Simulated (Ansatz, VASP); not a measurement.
**ScW3: VASP beside Ansatz**

```
Sc W
1.0
     0.00000    3.23570    3.23570
     3.23570    0.00000    3.23570
     3.23570    3.23570    0.00000
Sc W
1 3
Direct
  0.00000 0.00000 0.00000
  0.25000 0.25000 0.25000
  0.75000 0.75000 0.75000
  0.50000 0.50000 0.50000
```

Change from the starting cell: species swapped into the ZnCo3 type (Fm-3m, No. 225).

Alike in both runs: functional PBE; k mesh 4 × 4 × 4; occupations gaussian, width 0.1 eV; no spin polarisation.

Ansatz relaxed the structure, and its values are those at the end. VASP's run is a single point on that final structure, the one shown.

|  | VASP | Ansatz |
| --- | --- | --- |
| version | VASP 6.6.1 | Ansatz 0.2.0 |
| potentials or method | VASP PAW PBE potentials, release 64 (Sc_sv, W_sv), cutoff 520 eV | scalar-relativistic, plane waves, PAW |
| valence electrons in the cell | 53 | 53 |

|  | VASP | Ansatz | Ansatz less VASP |
| --- | --- | --- | --- |
| gap on the k mesh at the Fermi level (eV) | none | none | - |
| pressure (GPa) | 0.4 | 0.1 | -0.37 |

A gap of «none» marks a metal or a gap that the smearing closes.

The k mesh is coarse, so the values compare programs but aren't converged. Spin-orbit coupling is off throughout.
